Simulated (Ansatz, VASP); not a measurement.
**LiH3C3N3ClO3: VASP beside Ansatz**

```
CELL_PARAMETERS angstrom
3.85395 2.22508 3.14943
-3.85395 2.22508 3.14943
0.00000 -4.45016 3.14943
ATOMIC_POSITIONS crystal
Li 0.89356 0.89356 0.89356
H 0.47013 0.93456 0.47013
H 0.47013 0.47013 0.93456
H 0.93456 0.47013 0.47013
C 0.18300 0.18300 0.49919
C 0.49919 0.18300 0.18300
C 0.18300 0.49919 0.18300
N 0.38879 0.08760 0.38879
N 0.38879 0.38879 0.08760
N 0.08760 0.38879 0.38879
Cl 0.64204 0.64204 0.64204
O 0.09152 0.09152 0.68372
O 0.68372 0.09152 0.09152
O 0.09152 0.68372 0.09152
```

Alike in both runs: functional PBE; k mesh 5 × 5 × 5; occupations fermi-dirac, width 0.02 eV; no spin polarisation.

Ansatz relaxed the structure, and its values are those at the end. VASP's run is a single point on that final structure, the one shown.

|  | VASP | Ansatz |
| --- | --- | --- |
| version | VASP 6.6.1 | Ansatz 0.2.0 |
| potentials or method | VASP PAW PBE potentials, release 64 (Li_sv, H, C, N, Cl, O) | plane-wave PAW, scalar-relativistic |
| plane-wave cutoff (eV) | 520 | 420 |
| valence electrons in the cell | 58 | 58 |

|  | VASP | Ansatz | Ansatz less VASP |
| --- | --- | --- | --- |
| gap on the k mesh at the Fermi level (eV) | 4.69 | 4.70 | +0.012 |
| rms of the force components (eV/Å) | 0.145 | 0.003 | -0.1417 |

One of these differences is far larger than is usual between the two programs; its cause wasn't traced. Ansatz's warnings: stress scf threshold loose.

Noted on VASP's run: the cutoff is short for stress, so the pressure is rough; the standard files for N, O and F lose accuracy on very short bonds.
